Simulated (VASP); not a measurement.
# Mg6F (Pm-3m) in VASP: further runs, part 2 of 2

VASP 6.6.1. The steps go on from the part before.

**3. Relaxation of cell and atoms, PBE**

Contents of INCAR:

```
  PREC = Accurate
  ENCUT = 600
  EDIFF = 1E-6
  ISMEAR = 0
  SIGMA = 0.1
  LREAL = F
  LASPH = T
  NELM = 100
  ALGO = Normal
  ISIF = 3
  LWAVE = F
  LCHARG = F
  GGA = PE
  IBRION = 2
  NSW = 90
  EDIFFG = -0.04
```

Contents of KPOINTS:

```
Automatic mesh
0
Gamma
  4 4 4
```

Contents of POSCAR:

```
Mg6F
1.0
    4.8015071000      0.0000000000      0.0000000000
    0.0000000000      4.8015071000      0.0000000000
    0.0000000000      0.0000000000      4.8015071000
Mg F
6 1
Direct
    0.5000000000      0.5000000000      0.2070000000
    0.5000000000      0.5000000000      0.7930000000
    0.2070000000      0.5000000000      0.5000000000
    0.7930000000      0.5000000000      0.5000000000
    0.5000000000      0.2070000000      0.5000000000
    0.5000000000      0.7930000000      0.5000000000
    0.0000000000      0.0000000000      0.0000000000
```

Potentials or basis: VASP PAW PBE potentials, release 64 (Mg, F).

The run is started by

```sh
$ cat potpaw_PBE.64/Mg/POTCAR potpaw_PBE.64/F/POTCAR > POTCAR
$ mpirun -np 1 vasp_std > vasp.out
```

OUTCAR:

```text
PREC = Accurate
   ENCUT = 600
   EDIFF = 1E-6
   ISMEAR = 0
   LREAL = F
   LASPH = T
   NELM = 100
   ISIF = 3
   GGA = PE
   IBRION = 2
   NSW = 90
   EDIFFG = -0.04

 ion  position               nearest neighbor table
   1  0.500  0.500  0.207-   2 1.99   3 1.99   4 1.99   5 1.99   6 1.99   2 2.81
   2  0.500  0.500  0.793-   1 1.99   3 1.99   4 1.99   5 1.99   6 1.99   1 2.81
   3  0.207  0.500  0.500-   4 1.99   2 1.99   1 1.99   5 1.99   6 1.99   4 2.81
   4  0.793  0.500  0.500-   3 1.99   2 1.99   1 1.99   5 1.99   6 1.99   3 2.81
   5  0.500  0.207  0.500-   6 1.99   2 1.99   3 1.99   4 1.99   1 1.99   6 2.81
   6  0.500  0.793  0.500-   5 1.99   2 1.99   3 1.99   4 1.99   1 1.99   5 2.81
   7  0.000  0.000  0.000-

  LATTYP: Found a simple cubic cell.
 ALAT       =     4.8015071000

  Lattice vectors:

 A1 = (   4.8015071000,   0.0000000000,   0.0000000000)
 A2 = (   0.0000000000,   4.8015071000,   0.0000000000)
 A3 = (   0.0000000000,   0.0000000000,   4.8015071000)

Analysis of symmetry for initial positions (statically):
=====================================================================
 Subroutine PRICEL returns:
 Original cell was already a primitive cell.

 Routine SETGRP: Setting up the symmetry group for a
 simple cubic supercell.

 Subroutine GETGRP returns: Found 48 space group operations
 (whereof 48 operations were pure point group operations)
 out of a pool of 48 trial point group operations.

The static configuration has the point symmetry O_h .

Analysis of symmetry for dynamics (positions and initial velocities):
=====================================================================
 Subroutine PRICEL returns:
 Original cell was already a primitive cell.

 Routine SETGRP: Setting up the symmetry group for a
 simple cubic supercell.

 Subroutine GETGRP returns: Found 48 space group operations
 (whereof 48 operations were pure point group operations)
 out of a pool of 48 trial point group operations.

The dynamic configuration has the point symmetry O_h .

 Subroutine INISYM returns: Found 48 space group operations
 (whereof 48 operations are pure point group operations),
 and found     1 'primitive' translations

----------------------------------------------------------------------------------------

                                     Primitive cell

  volume of cell :     110.6962

  direct lattice vectors                    reciprocal lattice vectors
     4.801507100  0.000000000  0.000000000     0.208267942  0.000000000  0.000000000
     0.000000000  4.801507100  0.000000000     0.000000000  0.208267942  0.000000000
     0.000000000  0.000000000  4.801507100     0.000000000  0.000000000  0.208267942

  length of vectors
     4.801507100  4.801507100  4.801507100     0.208267942  0.208267942  0.208267942

  position of ions in fractional coordinates (direct lattice)
     0.500000000  0.500000000  0.207000000
     0.500000000  0.500000000  0.793000000
     0.207000000  0.500000000  0.500000000
     0.793000000  0.500000000  0.500000000
     0.500000000  0.207000000  0.500000000
     0.500000000  0.793000000  0.500000000
     0.000000000  0.000000000  0.000000000

  ion indices of the primitive-cell ions
   primitive index   ion index
                 1           1
                 2           2
                 3           3
                 4           4
                 5           5
                 6           6
                 7           7

[... 64 lines left out ...]
   POTIM  = 0.5000    time-step for ionic-motion
   TEBEG  =    0.0;   TEEND  =   0.0 temperature during run
   PSTRESS=    0.0 pullay stress
   NELECT =      19.0000    total number of electrons
   NUPDOWN=      -1.0000    fix difference up-down
   EMIN   =  10.00;   EMAX   =-10.00  energy-range for DOS
   EFERMI =   0.00;   METHOD = LEGACY
   ISMEAR =     0;   SIGMA  =   0.10  broadening in eV -4-tet -1-fermi 0-gaus
   EFERMI_NEDOS =   21; number of points for ismear=-14 and -15
   IALGO  =     38    algorithm
   IMIX   =      4    mixing-type and parameters
     AMIX     =   0.40;   BMIX     =  1.00
     AMIX_MAG =   1.60;   BMIX_MAG =  1.00
  volume/ion in A,a.u.               =      15.81       106.72
  Fermi-wavevector in a.u.,A,eV,Ry     =   0.909805  1.719283 11.262163  0.827746
  Thomas-Fermi vector in A             =   2.033893
   LORBIT       =      0    0 simple, 1 ext, 2 COOP (PROOUT), +10 PAW based schemes
   GGA     = PE    functional components
   LHFCALC =     F    Hartree Fock is set to
   AEXX    =    0.0000 exact exchange contribution
   IVDW    =     0    specifies the selected vdW correction
   LEPSILON=     F    determine dielectric tensor
   LRPA    =     F    only Hartree local field effects (RPA)
 conjugate gradient relaxation of ions
 non-spin polarized calculation
 Gauss-broadening in eV      SIGMA  =   0.10
  energy-cutoff  :      600.00
  volume of cell :      110.70
 maximum number of plane-waves:      3743
 NGX is ok and might be reduce to    40
   NGX = 19   NGY = 19   NGZ = 19

--------------------------------------- Ionic step        1  -------------------------------------------

 number of electron      18.9999990 magnetization

 Free energy of the ion-electron system (eV)
  ---------------------------------------------------
  ext. energy  EPLUGINS =         0.00000000
  ---------------------------------------------------
  free energy    TOTEN  =        24.68889591 eV

  energy without entropy =       24.71191422  energy(sigma->0) =       24.70040507

------------------------ aborting loop because EDIFF is reached ----------------------------------------

  FORCE on cell =-STRESS in cart. coord.  units (eV):
  Direction    XX          YY          ZZ          XY          YZ          ZX
  --------------------------------------------------------------------------------------
  -------------------------------------------------------------------------------------
  Total       66.5010391     66.5010391     66.5010391      0.0000000      0.0000000     -0.0000000
  in kB      962.5122987    962.5122987    962.5122987      0.0000000      0.0000000     -0.0000000
  external PRESSURE =     962.5122987 kB  Pullay stress =       0.0000000 kB
[... 104 lines left out ...]
  FREE ENERGIE OF THE ION-ELECTRON SYSTEM (eV)
  ---------------------------------------------------
  free  energy   TOTEN  =        15.9021748929 eV

  energy  without entropy=       15.9235996604  energy(sigma->0) =       15.91288728

 E-fermi :   1.2288     XC(G=0):  -7.9892

 val. band max:        1.1950313475   @ k =   0.5000   0.0000   0.0000
 cond. band min:       1.2561781666   @ k =   0.5000   0.5000   0.2500
 fundamental gap:      0.0611468191
 Fermi energy:         1.2287503236

 k-point     1 :       0.0000    0.0000    0.0000
  band No.  band energies     occupation
      1     -18.5901      2.00000
      2      -5.4023      2.00000
      3      -0.7687      2.00000
      4      -0.7687      2.00000
      5      -0.7687      2.00000
      6       0.0531      2.00000
      7       0.0531      2.00000
      8       0.3366      2.00000
      9       0.3366      2.00000
     10       0.3366      2.00000
     11       0.8776      2.00000
     12       3.9271      0.00000
     13       3.9271      0.00000
[... 130 lines left out ...]
  band No.  band energies     occupation
      1     -18.5874      2.00000
      2      -3.5589      2.00000
      3      -2.1264      2.00000
      4      -2.1264      2.00000
      5      -2.1264      2.00000
      6      -0.8330      2.00000
      7      -0.8330      2.00000
      8      -0.8330      2.00000
      9       0.9613      1.99984
     10       0.9613      1.99984
     11       0.9613      1.99984
     12       4.6485      0.00000
     13       5.5739      0.00000

[... ionic steps 4 to 11 ...]

--------------------------------------- Ionic step       12  -------------------------------------------

 number of electron      18.9999984 magnetization

------------------------ aborting loop because EDIFF is reached ----------------------------------------
[... 77 lines left out ...]
--------------------------------------- Ionic step       14  -------------------------------------------

 number of electron      18.9999987 magnetization

 Free energy of the ion-electron system (eV)
  ---------------------------------------------------
  ext. energy  EPLUGINS =         0.00000000
  ---------------------------------------------------
  free energy    TOTEN  =        -4.66765158 eV

  energy without entropy =       -4.60859648  energy(sigma->0) =       -4.63812403

 E-fermi :  -0.9224     XC(G=0):  -5.7664

 val. band max:       -0.9491905195   @ k =   0.2500   0.0000   0.0000
 cond. band min:      -0.9122515119   @ k =   0.5000   0.2500   0.2500
 fundamental gap:      0.0369390077
 Fermi energy:        -0.9224356719

 k-point     1 :       0.0000    0.0000    0.0000
  band No.  band energies     occupation
      1     -20.0095      2.00000
      2      -6.7172      2.00000
      3      -2.8135      2.00000
      4      -2.8135      2.00000
      5      -2.8135      2.00000
      6      -2.6469      2.00000
      7      -2.6469      2.00000
      8      -1.9261      2.00000
      9      -1.5536      2.00000
     10      -1.5536      2.00000
     11      -1.5536      2.00000
     12       0.7060      0.00000
     13       0.7060      0.00000
[... 176 lines left out ...]
  FREE ENERGIE OF THE ION-ELECTRON SYSTEM (eV)
  ---------------------------------------------------
  free  energy   TOTEN  =        -4.6676515803 eV

  energy  without entropy=       -4.6085964769  energy(sigma->0) =       -4.63812403

 reached required accuracy - stopping structural energy minimisation
```

Run time: 7.2 min. Hardware: 1 thread of Intel Xeon Platinum 8375C at 2.90GHz (Ice Lake), shared host; peak memory 0.25 GiB.

Results:

| Property | Result |
| --- | --- |
| Free energy | -4.6677 eV |
| Relaxed volume | 42.38 Å³/atom |
| Relaxed cell | a = 6.669 Å, b = 6.669 Å, c = 6.669 Å, α = 90.00°, β = 90.00°, γ = 90.00° |
| Space group after relaxing (to 0.05 Å) | Pm-3m (No. 221) |
| Energy gained by relaxing | 4193.8 meV/atom |
| Ionic steps | 14 |
| Pressure after relaxing | 0.0 GPa |
| Largest force after relaxing | 0.026 eV/Å |

Forces on the atoms (eV/Å):
```
Mg   0.000  0.000 -0.026
Mg   0.000  0.000  0.026
Mg  -0.026  0.000  0.000
Mg   0.026  0.000  0.000
Mg   0.000 -0.026  0.000
Mg   0.000  0.026  0.000
F    0.000  0.000  0.000
```

Step by step:
```
step  energy change (eV)  largest force (eV/Å)  pressure (GPa)  volume (Å³)
   1              0.0000               12.8319           96.25       110.70
   2             28.4325               30.1178            6.71       343.31
   3             -8.7867               15.8628           26.72       165.34
   4             -9.6735               14.5691           29.77       157.33
   5            -23.8063                0.4623           -8.75       463.86
   6            -28.3240                1.9029           -2.69       333.41
   7            -28.3868                2.2421           -1.56       318.24
   8            -28.3798                2.3406           -1.22       314.26
   9            -28.9993                1.1420            2.29       272.11
  10            -29.0023                1.2198            2.09       274.18
  11            -29.3323                0.2333            0.65       289.18
  12            -29.3550                0.0541            0.20       294.53
  13            -29.3550                0.0752            0.16       294.95
  14            -29.3565                0.0262           -0.01       296.64
```

Final structure:
```
Mg F
1.0
     6.66928    0.00000    0.00000
     0.00000    6.66928    0.00000
     0.00000    0.00000    6.66928
Mg F
6 1
Direct
  0.50000 0.50000 0.19549
  0.50000 0.50000 0.80451
  0.19549 0.50000 0.50000
  0.80451 0.50000 0.50000
  0.50000 0.19549 0.50000
  0.50000 0.80451 0.50000
  0.00000 0.00000 0.00000
```

Levels at points of the mesh, in eV from the Fermi level:
```csv
k point,band 7,band 8,band 9,band 10,band 11,band 12,band 13
"(0.00, 0.00, 0.00)",-1.72,-1.00,-0.63,-0.63,-0.63,1.63,1.63
"(0.50, 0.00, 0.00)",-1.23,-0.66,-0.66,-0.54,0.71,0.71,1.06
"(0.50, 0.50, 0.00)",-0.64,-0.62,-0.62,-0.17,0.72,0.72,1.19
"(0.50, 0.50, 0.50)",-0.76,-0.76,0.07,0.07,0.07,1.39,1.39
```

Caveat: the volume moved by over 15 % at a fixed basis, so the end points are rough; an odd number of electrons without spin polarisation forces a metal; a magnetic or distorted state may lie lower.
